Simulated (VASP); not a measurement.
A run of VASP 6.6.1:

The input INCAR:

```
SYSTEM = LiBe
  ALGO = Normal
  EDIFF = 1E-7
  EDIFFG = -0.02
  ENCUT = 750
  GGA = PE
  GGA_COMPAT = .FALSE.
  IBRION = 2
  ISIF = 3
  ISMEAR = -1
  LASPH = .TRUE.
  LCHARG = .FALSE.
  LREAL = .FALSE.
  LWAVE = .FALSE.
  NELM = 120
  NELMIN = 4
  NSW = 60
  PREC = Accurate
  SIGMA = 0.1
```

Contents of KPOINTS:

```
k-points
0
G
  14 14 7
  0 0 0
```

File POSCAR:

```
LiBe
1.0
    3.4500000000      0.0000000000      0.0000000000
   -1.7250000000      2.9877876431      0.0000000000
    0.0000000000      0.0000000000      5.6338500000
Li Be
2 2
Direct
    0.3333333333      0.6666666667      0.0000000000
    0.6666666667      0.3333333333      0.5000000000
    0.3333333333      0.6666666667      0.3750000000
    0.6666666667      0.3333333333      0.8750000000
```

Potentials or basis: VASP PAW PBE potentials, release 64 (Li_sv, Be).

The run is started by

```bash
$ cat potpaw_PBE.64/Li_sv/POTCAR potpaw_PBE.64/Be/POTCAR > POTCAR
$ mpirun -np 1 vasp_std > vasp.out
```

Hardware: 1 thread of Intel Xeon 8259CL, with other jobs on the host.

Question: How long does it take, and how much memory?

Answer: It took 34 min on 1 thread of Intel Xeon 8259CL, on a shared host, peak memory 0.29 GiB. Counts: scf iterations 263, k points 96, ion steps 36.
